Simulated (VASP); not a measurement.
Write the native input for VASP 6.6.1 that does the following.

* Task: single point
* Functional: PBE
* Potentials or basis: VASP PAW PBE potentials, release 64 (Al, O)
* Cutoff: 520 eV
* k mesh: 4 × 6 × 6
* Occupations: gaussian, width 0.02 eV
* Spin: no spin polarisation
* Dipole correction: no
* Further INCAR settings: LREAL = Auto; ALGO = Normal; EDIFF = 1e-06; NBANDS = 64

The structure of Al2O3 lies in POSCAR:

```
Al2O3
1.0
    7.3007658806      0.0000000000      0.0000000000
    0.0000000000      4.9972506245      0.0000000000
    0.0000000000      0.0000000000      5.1691095639
Al O
8 12
Direct
    0.3927869711      0.2517018216      0.0268857908
    0.6072130289      0.2517018216      0.4731142092
    0.1072130289      0.2482981784      0.5268857908
    0.8927869711      0.2482981784      0.9731142092
    0.6072130289      0.7482981784      0.9731142092
    0.3927869711      0.7482981784      0.5268857908
    0.8927869711      0.7517018216      0.4731142092
    0.1072130289      0.7517018216      0.0268857908
    0.6531012110      0.1060013735      0.0985221255
    0.3468987890      0.1060013735      0.4014778745
    0.8468987890      0.3939986265      0.5985221255
    0.1531012110      0.3939986265      0.9014778745
    0.3468987890      0.8939986265      0.9014778745
    0.6531012110      0.8939986265      0.5985221255
    0.1531012110      0.6060013735      0.4014778745
    0.8468987890      0.6060013735      0.0985221255
    0.0000000000      0.0460659690      0.2500000000
    0.5000000000      0.4539340310      0.7500000000
    0.0000000000      0.9539340310      0.7500000000
    0.5000000000      0.5460659690      0.2500000000
```

This cell differs from its parent crystal: volume scaled by 1.10, then relaxed in part.

The input as run:

INCAR

```
ALGO = Normal ; EDIFF = 1E-6
ENCUT = 520 ; GGA = PE
ISIF = 2 ; ISMEAR = 0
LASPH = True ; LCHARG = True
LELF = True ; LREAL = Auto
LVHAR = True ; LWAVE = False
NBANDS = 64 ; NELM = 60
PREC = Accurate ; SIGMA = 0.02
```

KPOINTS

```
k-points
0
Gamma
  4 6 6
```

Potentials or basis: VASP PAW PBE potentials, release 64 (Al, O).

Launch:

```console
$ cat potpaw_PBE.64/Al/POTCAR potpaw_PBE.64/O/POTCAR > POTCAR
$ mpirun -np 1 vasp_std > vasp.out
```

Results of the run:

```yaml
Pressure: -18.0 GPa
Largest_force: 0.012 eV/Å
Band_gap_on_the_k_mesh: 4.29 eV, indirect (least direct gap 4.30 eV)
```

It took 6.2 min on 1 thread of Intel(R) Xeon(R) 6975P-C (Granite Rapids) (shared host), peak memory 0.49 GiB.
